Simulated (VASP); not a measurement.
# HfB2 in VASP: notebook, part 2 of 2

VASP 6.6.1.

### Step 4. Electric field gradients, PBEsol (equal xy, yz and zx shear strains of +2 %)

INCAR reads:

```
SYSTEM = HfB2
PREC = Accurate
ENCUT = 520
EDIFF = 1E-8
ISMEAR = -1
SIGMA = 0.03
LREAL = .False.
LASPH = .True.
NELM = 80
ALGO = Normal
ISIF = 2
LWAVE = .False.
LCHARG = .False.
GGA = PS
LEFG = .True.
NBANDS = 15
```

KPOINTS reads:

```
Automatic mesh
0
Gamma
  15 15 12
  0 0 0
```

POSCAR reads:

```
HfB2
1.0
    3.1400001005      0.0314000010      0.0314000010
   -1.5428068518      2.7036198544      0.0114931980
    0.0348000000      0.0348000000      3.4800000000
Hf B
1 2
Direct
    0.0000000000      0.0000000000      0.0000000000
    0.3333333333      0.6666666667      0.5000000000
    0.6666666667      0.3333333333      0.5000000000
```

Potentials or basis: VASP PAW PBE potentials, release 64 (Hf_pv, B).

The run is started by

```
$ cat potpaw_PBE.64/Hf_pv/POTCAR potpaw_PBE.64/B/POTCAR > POTCAR
$ mpirun -np 1 vasp_std > vasp.out
```

OUTCAR:

```text
SYSTEM = HfB2
   PREC = Accurate
   ENCUT = 520
   EDIFF = 1E-8
   ISMEAR = -1
   LREAL = .False.
   LASPH = .True.
   NELM = 80
   ISIF = 2
   GGA = PS

 ion  position               nearest neighbor table
   1  0.000  0.000  0.000-   2 2.49   3 2.49   3 2.49   2 2.49   3 2.49   2 2.49   2 2.51   3 2.51
                             3 2.54   2 2.54   3 2.56   2 2.56
   2  0.333  0.667  0.500-   3 1.80   3 1.81   3 1.83   1 2.49   1 2.49   1 2.49   1 2.51   1 2.54
                             1 2.56
   3  0.667  0.333  0.500-   2 1.80   2 1.81   2 1.83   1 2.49   1 2.49   1 2.49   1 2.51   1 2.54
                             1 2.56

  LATTYP: Found a triclinic cell.
 ALAT       =     8.8361813540
 B/A-ratio  =     1.0115271760
 C/A-ratio  =     0.8653169296
 COS(alpha) =     0.0041657191
 COS(beta)  =     0.5097732902
 COS(gamma) =     0.8610173440

  Lattice vectors:

 A1 = (  -4.7524069523,   2.6026198534,  -6.9799068030)
 A2 = (  -6.2604138041,   5.3410397078,  -3.4884136050)
 A3 = (   1.4732068518,  -2.7732198544,  -6.9714931980)

Analysis of symmetry for initial positions (statically):
=====================================================================
 Subroutine PRICEL returns:
 Original cell was already a primitive cell.

 Routine SETGRP: Setting up the symmetry group for a
 triclinic supercell.

 Subroutine GETGRP returns: Found  2 space group operations
 (whereof  2 operations were pure point group operations)
 out of a pool of  2 trial point group operations.

The static configuration has the point symmetry S_2 .

Analysis of symmetry for dynamics (positions and initial velocities):
=====================================================================
 Subroutine PRICEL returns:
 Original cell was already a primitive cell.
[... 587 lines left out ...]
      8       4.8928      2.00000
      9      10.3602      0.00000
     10      11.1357      0.00000
     11      11.3630      0.00000
     12      11.9096      0.00000
     13      13.4322      0.00000
     14      14.1089      0.00000
     15      14.4767      0.00000

 [... further k-points ...]
[... 5 lines left out ...]
  --------------------------------------------------------------------------------------
  -------------------------------------------------------------------------------------
  Total       -0.6969661     -0.7044786     -0.8900140     -0.9773048     -0.9607465     -0.9615662
  in kB      -37.5908788    -37.9960665    -48.0029211    -52.7109532    -51.8178787    -51.8620912
  external PRESSURE =     -41.1966221 kB  Pullay stress =       0.0000000 kB

 VOLUME and BASIS-vectors are now :
 -----------------------------------------------------------------------------
  energy-cutoff  :      520.00
  volume of cell :       29.71
      direct lattice vectors                 reciprocal lattice vectors
     3.140000101  0.031400001  0.031400001     0.316713553  0.180752118 -0.004974657
    -1.542806852  2.703619854  0.011493198    -0.003641701  0.367811847 -0.003641701
     0.034800000  0.034800000  3.480000000    -0.002845676 -0.002845676  0.287413235

 POSITION                                       TOTAL-FORCE (eV/Angst)
 -----------------------------------------------------------------------------------
      0.00000      0.00000      0.00000        -0.000000      0.000000      0.000000
      0.03553      1.83028      1.75813         0.007673      0.004527     -0.006800
      1.59646      0.93954      1.76476        -0.007673     -0.004527      0.006800
 -----------------------------------------------------------------------------------
    total drift:                               -0.000000      0.000000      0.000000

  FREE ENERGIE OF THE ION-ELECTRON SYSTEM (eV)
  ---------------------------------------------------
  free  energy   TOTEN  =       -27.8297067889 eV

  energy  without entropy=      -27.8289860671  energy(sigma->0) =      -27.82934643

 Electric field gradients (V/A^2)
---------------------------------------------------------------------
 ion       V_xx      V_yy      V_zz      V_xy      V_xz      V_yz
---------------------------------------------------------------------
   1     -40.235   -39.768    80.004    20.072    40.864    40.886
   2      -0.893    -0.867     1.760     1.025     0.752     0.753
   3      -0.893    -0.867     1.760     1.025     0.752     0.753
---------------------------------------------------------------------

 Electric field gradients after diagonalization (V/A^2)
 (convention: |V_zz| > |V_xx| > |V_yy|)
----------------------------------------------------------------------
 ion       V_xx      V_yy      V_zz     asymmetry (V_yy - V_xx)/ V_zz
----------------------------------------------------------------------
   1     -60.076   -46.369   106.445       0.129
   2      -1.905    -0.384     2.288       0.665
   3      -1.905    -0.384     2.288       0.665
----------------------------------------------------------------------

           NMR quadrupolar parameters

 Cq : quadrupolar parameter    Cq=e*Q*V_zz/h
 eta: asymmetry parameters     (V_yy - V_xx)/ V_zz
 Q  : nuclear electric quadrupole moment in mb (millibarn)
----------------------------------------------------------------------
 ion       Cq(MHz)       eta       Q (mb)
----------------------------------------------------------------------
   1       0.257       0.129       1.000
   2       0.006       0.665       1.000
   3       0.006       0.665       1.000
----------------------------------------------------------------------
```

It took 7.1 min on 1 thread of Intel Xeon Platinum 8259CL at 2.50GHz (Skylake/Cascade Lake), shared host; peak memory 0.66 GiB.

What came out:

* Free energy: -27.8297 eV
* Pressure: -4.1 GPa
* Largest force: 0.011 eV/Å
* Band gap on the k mesh: zero (bands 8 and 9 overlap by 1.00 eV)
* Largest electric field gradient by atom: Hf +106.4; B +2.3 V/Å²

Forces in eV/Å, atoms in the order of the input:
```
Hf   0.000  0.000  0.000
B    0.008  0.005 -0.007
B   -0.008 -0.005  0.007
```

Stress tensor (GPa, compression positive):
```
-3.76 -5.27 -5.19
-5.27 -3.80 -5.18
-5.19 -5.18 -4.80
```

Electric field gradients, principal values (V/Å²):
```
atom    least   middle  greatest (by size)
1 Hf  -46.369  -60.076             106.445
 2 B   -0.384   -1.905               2.288
 3 B   -0.384   -1.905               2.288
```

Caveat: the cell differs from its parent crystal (equal xy, yz and zx shear strains of +2 %); the cell stands under tension; without QUAD_EFG the Cq values of the log hold for a quadrupole moment of 1 mb, not for the nuclei; the PAW data sets were made with another functional, which shifts forces and pressure a little; spin-orbit coupling is left out, which moves the levels of the heavy elements.
